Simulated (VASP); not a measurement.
A run of VASP 6.6.1:

The input INCAR:

```
SYSTEM = Cs
PREC     = Accurate       ! precision mode
ENCUT    = 500            ! plane-wave cutoff, eV
EDIFF    = 1E-6           ! SCF threshold, eV
ISMEAR   = -1             ! smearing method
SIGMA    = 0.1            ! smearing width, eV
LREAL    = .False.        ! projectors in reciprocal space
LASPH    = .True.         ! aspherical terms in the spheres
NELM     = 120            ! most SCF steps
ALGO     = Normal         ! electronic algorithm
ISIF     = 2              ! what is computed and relaxed
LWAVE    = .False.        ! write WAVECAR
LCHARG   = .False.        ! write CHGCAR
GGA      = PE             ! functional
NBANDS   = 16             ! bands
GGA_COMPAT= .False.
```

The input KPOINTS:

```
regular mesh
0
Gamma
  6 6 6
  0 0 0
```

File POSCAR:

```
Cs
1.0
    0.0000000000      5.9193289716      5.9193289716
    5.9193289716      0.0000000000      5.9193289716
    5.9193289716      5.9193289716      0.0000000000
Cs
2
Direct
    0.1250000000      0.1250000000      0.1250000000
    0.8750000000      0.8750000000      0.8750000000
```

Potentials or basis: VASP PAW PBE potentials, release 64 (Cs_sv).

Launch:

```bash
$ cat potpaw_PBE.64/Cs_sv/POTCAR > POTCAR
$ mpirun -np 1 vasp_std > vasp.out
```

Hardware: 1 thread of AMD EPYC 7R43 64-Core Processor (Zen 3), with other jobs on the host.

Q: Estimate the wall time of this run.

A: It took 120 s on 1 thread of AMD EPYC 7R43 64-Core Processor (Zen 3), on a shared host, peak memory 0.55 GiB. Counts: scf iterations 13, k points 16.
